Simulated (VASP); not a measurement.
A run of VASP 6.6.1:

File INCAR:

```
PREC = Accurate
ENCUT = 520
EDIFF = 1E-6
ISMEAR = 0
SIGMA = 0.01
LREAL = Auto
LASPH = True
NELM = 120
ALGO = Normal
ISIF = 2
LWAVE = False
LCHARG = False
GGA = PE
NBANDS = 90
NELECT = 136.0
GGA_COMPAT = False
ISYM = -1
```

KPOINTS

```
explicit points
1
Reciprocal
  0.25000000   0.25000000   0.25000000 1
```

POSCAR

```
Al16GeN15
1.0
    6.2595139128      0.0000000578      0.0000000000
   -3.1297570064      5.4208980350      0.0000000000
    0.0000000000      0.0000000000     10.0348065929
Al N Ge
16 15 1
Direct
    0.3365027521      0.1606431354      0.2498647620
    0.1576777036      0.3393002229      0.5017066783
    0.3269940979      0.1716795798      0.7514965399
    0.1671305898      0.3290878017      1.0061098698
    0.3364607241      0.6612181353      0.2564040634
    0.1829766987      0.8630968617      0.5074027981
    0.3257239581      0.6612378937      0.7545608725
    0.1888844209      0.8396416378      0.9907154117
    0.8363957568      0.1613001479      0.2560916408
    0.6341182996      0.3136790511      0.5069630972
    0.8362980536      0.1714063071      0.7545667266
    0.6570963223      0.3081987098      0.9907381634
    0.8567686071      0.6405587273      0.1785798107
    0.6381140341      0.8583942578      0.5235822223
    0.8294804138      0.6692117650      0.7545975285
    0.6656259062      0.8301610467      0.9999482450
    0.3209805539      0.1759577913      0.4382821502
    0.1703811575      0.3274322960      0.1951893426
    0.3293212824      0.1676575280      0.9369820135
    0.1632666438      0.3338449987      0.6903915529
    0.3180332986      0.6769304233      0.4462086916
    0.1996498007      0.8360956430      0.1754324404
    0.3356413186      0.6577056653      0.9411128847
    0.1645977235      0.8347906399      0.6961865454
    0.8199053155      0.1780932411      0.4458487434
    0.6608746052      0.2977290935      0.1754648384
    0.8375565918      0.1600545454      0.9414736328
    0.6648684090      0.3346820455      0.6959891219
    0.6808341919      0.8178457179      0.2015964542
    0.8361069763      0.6606242887      0.9525198728
    0.6611175725      0.8360790317      0.7052094323
    0.8104311952      0.6867460871      0.4001553449
```

Potentials or basis: VASP PAW PBE potentials, release 64 (Al, N, Ge_d).

The run is started by

```bash
$ cat potpaw_PBE.64/Al/POTCAR potpaw_PBE.64/N/POTCAR potpaw_PBE.64/Ge_d/POTCAR > POTCAR
$ mpirun -np 1 vasp_std > vasp.out
```

Hardware: 1 thread of Intel(R) Xeon(R) Platinum 8488C (Sapphire Rapids), on a shared host.

Q: Estimate the wall time of this run.

A: It took 67 s on 1 thread of Intel(R) Xeon(R) Platinum 8488C (Sapphire Rapids) (shared host), peak memory 0.42 GiB. Counts: scf iterations 15, k points 1.
